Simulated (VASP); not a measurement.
Li, 2 atoms in the cell. The structure is monoclinic, space group C2/m (No. 12). Conventional cell: a = 5.388 Å, b = 3.111 Å, c = 5.093 Å, α = 90.00°, β = 90.57°, γ = 90.00°. Within 4.1 Å of Li (site symmetry m) lie 12 Li at 3.10 to 3.13 Å.  This cell differs from its parent crystal: strain +0.0100 x Voigt [0, 0, 0, 1, 0, 0].

```yaml
Program: VASP 6.6.1
Task: single point
Functional: PBEsol
Potentials_or_basis: VASP PAW PBE potentials, release 64 (Li_sv)
Cutoff: 520 eV
k_mesh: 18 × 18 × 10
Occupations: gaussian, width 0.15 eV
Spin: no spin polarisation
Dipole_correction: no
Further_INCAR_settings: ALGO = Fast; EDIFF = 1e-07; NBANDS = 10
```

Potentials or basis: VASP PAW PBE potentials, release 64 (Li_sv).

Command:

```sh
$ cat potpaw_PBE.64/Li_sv/POTCAR > POTCAR
$ mpirun -np 1 vasp_std > vasp.out
```

Hardware: 1 thread of AMD EPYC 9R45 96-Core Processor (Zen 5), with other jobs on the host.

Problem. How long does it take, and how much memory?

Solution. Wall time 3.7 min on 1 thread of AMD EPYC 9R45 96-Core Processor (Zen 5), with other jobs on the host, peak memory 0.34 GiB. Counts: scf iterations 15, k points 866.
